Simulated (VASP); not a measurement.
## TaN: single point with PBEsol

TaN:

```xyz
2
Lattice="0.0000 2.1109 2.3219 2.1109 0.0000 2.3219 2.1109 2.1109 0.0000" Properties=species:S:1:pos:R:3 pbc="T T T"
Ta    2.1109    2.1109    2.3219
N     0.0000    0.0000    0.0000
```

This cell differs from its parent crystal: ratio of the length along z to the lengths across it x 1.1, volume and fractional coordinates fixed.

```
Program             : VASP 6.6.1
Task                : single point
Functional          : PBEsol
Potentials or basis : VASP PAW PBE potentials, release 64 (Ta_sv_GW, N)
Cutoff              : 700 eV
k mesh              : 20 × 20 × 20
Occupations         : gaussian, width 0.15 eV
Spin                : no spin polarisation
```

```yaml
Pressure: 12.6 GPa
Band_gap_on_the_k_mesh: zero (bands 9 and 10 overlap by 3.75 eV)
```

Stress tensor (GPa, compression positive):
```
 27.34   0.00   0.00
  0.00  27.34   0.00
  0.00   0.00 -16.87
```

Levels at points of the mesh, in eV from the Fermi level:
| k point | band 7 | band 8 | band 9 | band 10 | band 11 | band 12 |
| --- | --- | --- | --- | --- | --- | --- |
| (0.00, 0.00, 0.00) | -3.68 | -3.68 | -2.91 | -1.65 | -1.65 | -1.44 |
| (0.50, 0.00, 0.00) | -7.86 | -7.79 | 1.87 | 2.20 | 2.61 | 3.81 |
| (0.50, 0.50, 0.00) | -5.53 | -4.30 | -4.30 | 2.26 | 3.74 | 3.74 |
| (0.50, 0.00, 0.50) | -5.60 | -4.90 | -4.55 | 1.84 | 3.01 | 4.51 |

Wall time 6.3 min on 1 thread of Intel(R) Xeon(R) Platinum 8259CL CPU @ 2.50GHz (Skylake/Cascade Lake), on a shared host, peak memory 0.47 GiB.

Caveat: the stress differs along the axes, from -17 to 27 GPa; the PAW data sets were made with another functional, which shifts forces and pressure a little; spin-orbit coupling is left out, which moves the levels of the heavy elements.
